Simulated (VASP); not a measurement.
# EuIr: single point with PBE

Crystal: EuIr.

```xyz
4
Lattice="0.0000 2.8917 2.8917 2.8917 0.0000 2.8917 5.7835 5.7835 0.0000" Properties=species:S:1:pos:R:3 pbc="T T T"
Eu    0.0000    0.0000    0.0000
Eu    2.8917    2.8917    0.0000
Ir    2.8917    2.8917    2.8917
Ir    5.7835    5.7835    2.8917
```

| Item | Value |
| --- | --- |
| Program | VASP 6.6.1 |
| Task | single point |
| Functional | PBE |
| Potentials or basis | VASP PAW PBE potentials, release 64 (Eu, Ir) |
| Cutoff | 520 eV |
| k mesh | 6 × 6 × 3 |
| Occupations | fermi-dirac, width 0.1 eV |
| Spin | collinear spin |
| Starting moments | [6.3, 6.3, -0.4, -0.4] μB |

- Pressure: 0.1 GPa
- Band gap on the k mesh: zero (filled and empty bands overlap)
- Net moment: 11.97 μB per cell
- Site moments: Eu +6.26; Ir -0.59 μB
- Valence electrons inside the program's atomic spheres: Eu 14.73; Ir 8.24

Levels at points of the mesh, in eV from the Fermi level:
Spin up:
```
           k point  band 29  band 30  band 31  band 32  band 33  band 34  band 35  band 36
(0.00, 0.00, 0.00)    -0.47    -0.47    -0.05    -0.05     0.36     0.36     0.86     1.94
(0.50, 0.00, 0.00)    -0.19    -0.19    -0.05    -0.05     0.36     0.36     0.86     1.70
```
Spin down:
```tsv
k point	band 18	band 19	band 20	band 21	band 22	band 23
(0.00, 0.00, 0.00)	-0.79	-0.73	-0.73	0.02	2.50	2.50
(0.50, 0.00, 0.00)	-0.73	-0.57	-0.57	0.02	2.07	2.50
```

Run time: 12 min on 1 thread of AMD EPYC 9R45 96-Core Processor (Zen 5), with other jobs on the host, peak memory 0.31 GiB.

Caveat: spin-orbit coupling is left out, which moves the levels of the heavy elements; semilocal functionals describe open f shells poorly, which spoils levels, moments and volumes.
